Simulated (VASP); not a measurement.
Sb2Se5, 7 atoms in the cell. The structure is monoclinic, space group C2/m (No. 12). Conventional cell: a = 15.835 Å, b = 4.210 Å, c = 5.857 Å, α = 90.00°, β = 103.27°, γ = 90.00°. Sb (site symmetry m) has 8 Se at 2.78 to 3.78 Å within 3.8 Å. Se (site symmetry 2/m) has 2 Sb at 2.88 Å and 4 Se at 3.21 Å within 3.8 Å. Se (site symmetry m) has 3 Se at 2.38 to 3.21 Å and 2 Sb at 2.99 Å within 3.3 Å. Within 3.7 Å of Se (site symmetry m) lie 3 Sb at 2.78 to 2.82 Å and 3 Se at 3.57 Å. The cell was built from a structure type or drawn by symmetry, and may not be a known phase.

```yaml
Program: VASP 6.6.1
Task: relaxation of cell and atoms
Functional: PBE
Potentials_or_basis: VASP PAW PBE potentials, release 64 (Sb, Se)
Cutoff: 600 eV
k_mesh: 8 × 8 × 6
Occupations: gaussian, width 0.1 eV
Spin: no spin polarisation
Dipole_correction: no
Further_INCAR_settings: ALGO = Normal; EDIFF = 1e-06; IBRION = 2; EDIFFG = -0.01; NSW = 100; ISIF = 3
```

Potentials or basis: VASP PAW PBE potentials, release 64 (Sb, Se).

Command:

```bash
$ cat potpaw_PBE.64/Sb/POTCAR potpaw_PBE.64/Se/POTCAR > POTCAR
$ mpirun -np 1 vasp_std > vasp.out
```

Hardware: 1 thread of Intel(R) Xeon(R) Platinum 8488C (Sapphire Rapids), with other jobs on the host.

Question: Estimate the wall time of this run.

Answer: Wall time 2.3 h on 1 thread of Intel(R) Xeon(R) Platinum 8488C (Sapphire Rapids) (shared host), peak memory 0.95 GiB. Counts: scf iterations 108, k points 114, ion steps 19.
